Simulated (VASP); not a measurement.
A run of VASP 6.6.1 is set up as follows.

INCAR

```
SYSTEM = GdOs3
ALGO = Normal
EDIFF = 1E-6
ENCUT = 520
GGA = PE
ISIF = 2
ISMEAR = 0
ISPIN = 2
LASPH = .TRUE.
LCHARG = .TRUE.
LELF = .TRUE.
LMAXMIX = 6
LORBIT = 11
LREAL = .FALSE.
LVHAR = .TRUE.
LWAVE = .FALSE.
MAGMOM = 7.49 0 0 0
NBANDS = 33
NELM = 150
PREC = Accurate
SIGMA = 0.05
```

The input KPOINTS:

```
k-points
0
G
  8 8 8
  0 0 0
```

POSCAR

```
GdOs3
1.0
    4.0654842343      0.0000000000      0.0000000000
    0.0000000000      4.0248293920      0.0000000000
    0.0000000000      0.0000000000      4.0654842343
Gd Os
1 3
Direct
    0.0000000000      0.0000000000      0.0000000000
    0.0000000000      0.5000000000      0.5000000000
    0.5000000000      0.5000000000      0.0000000000
    0.5000000000      0.0000000000      0.5000000000
```

Potentials or basis: VASP PAW PBE potentials, release 64 (Gd, Os).

Command:

```console
$ cat potpaw_PBE.64/Gd/POTCAR potpaw_PBE.64/Os/POTCAR > POTCAR
$ mpirun -np 1 vasp_std > vasp.out
```

Question: Estimate the pressure.

Answer: 2.5 GPa.

Question: Estimate the net moment.

Answer: 5.94 μB per cell.

Stress tensor (GPa, compression positive):
```
2.24 0.00 0.00
0.00 3.06 0.00
0.00 0.00 2.24
```

 The state reached can hang on the start; a lower one may exist.
